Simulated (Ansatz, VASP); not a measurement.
## KF in VASP and in Ansatz

The input POSCAR:

```
KF
1.0
    0.1503843750      2.6735000000      2.6735000000
    2.8238843750      0.0000000000      2.8238843750
    2.6735000000      2.6735000000      0.1503843750
K F
1 1
Direct
    0.0000000000      0.0000000000      0.0000000000
    0.5000000000      0.5000000000      0.5000000000
```

Contents of INCAR.step1:

```
SYSTEM = KF
PREC     = Accurate       ! precision mode
ENCUT    = 520            ! plane-wave cutoff, eV
ISMEAR   = 0              ! smearing method
SIGMA    = 0.05           ! smearing width, eV
LREAL    = .FALSE.        ! projectors in reciprocal space
LASPH    = .TRUE.         ! aspherical terms in the spheres
NELM     = 100            ! most SCF steps
NBANDS   = 15             ! bands
GGA      = PE             ! functional
ALGO     = Normal         ! electronic algorithm
EDIFF    = 1E-4           ! SCF threshold, eV
LWAVE    = .TRUE.         ! write WAVECAR
LCHARG   = .FALSE.        ! write CHGCAR
```

INCAR.step2

```
SYSTEM = KF
PREC     = Accurate       ! precision mode
ENCUT    = 520            ! plane-wave cutoff, eV
EDIFF    = 1E-7           ! SCF threshold, eV
ISMEAR   = 0              ! smearing method
SIGMA    = 0.05           ! smearing width, eV
LREAL    = .FALSE.        ! projectors in reciprocal space
LASPH    = .TRUE.         ! aspherical terms in the spheres
NELM     = 100            ! most SCF steps
ALGO     = Normal         ! electronic algorithm
ISIF     = 2              ! what is computed and relaxed
LWAVE    = .FALSE.        ! write WAVECAR
LCHARG   = .FALSE.        ! write CHGCAR
METAGGA  = R2SCAN         ! meta-GGA
LMIXTAU  = .TRUE.       
NBANDS   = 15             ! bands
ISTART   = 1
```

The input KPOINTS:

```
Automatic mesh
0
G
  8 8 8
  0 0 0
```

Input for Ansatz:

```yaml
crystal:
  lattice:
    - [0.150384375, 2.6735, 2.6735]
    - [2.823884375, 0.0, 2.823884375]
    - [2.6735, 2.6735, 0.150384375]
  atoms:
    - { symbol: K, position: [0.0, 0.0, 0.0] }
    - { symbol: F, position: [0.5, 0.5, 0.5] }
basis:
  ecutwfc: 500
kpoints:
  mp_grid: { grid: [8, 8, 8] }
hamiltonian:
  xc: r2scan
scf:
  occupations: { method: gaussian, width: 0.05 }
output:
  forces: true
  stress: true
  eigenvalues: true
```

Change from the starting cell: strain +0.1125 x Voigt [0, 0, 0, 0, 1, 0], atoms carried along.

Alike in both runs: task single point; functional r2SCAN; k mesh 8 × 8 × 8; occupations gaussian, width 0.05 eV; no spin polarisation.

|  | VASP | Ansatz |
| --- | --- | --- |
| version | VASP 6.6.1 | Ansatz 0.2.0 |
| potentials or method | VASP PAW PBE potentials, release 64 (K_sv, F), cutoff 520 eV | scalar-relativistic, plane waves, PAW |
| valence electrons in the cell | 16 | 16 |

```tsv
	VASP	Ansatz	Ansatz less VASP
gap on the k mesh at the Fermi level (eV)	6.74	6.74	+0.001
least direct gap on the mesh (eV)	6.74	6.74	+0.001
pressure (GPa)	-0.7	-0.6	+0.04
traceless stress, the component that is largest in VASP (GPa)	-1.46	-1.47	-0.009
```

VASP's potentials were made for PBE, not for r2SCAN.
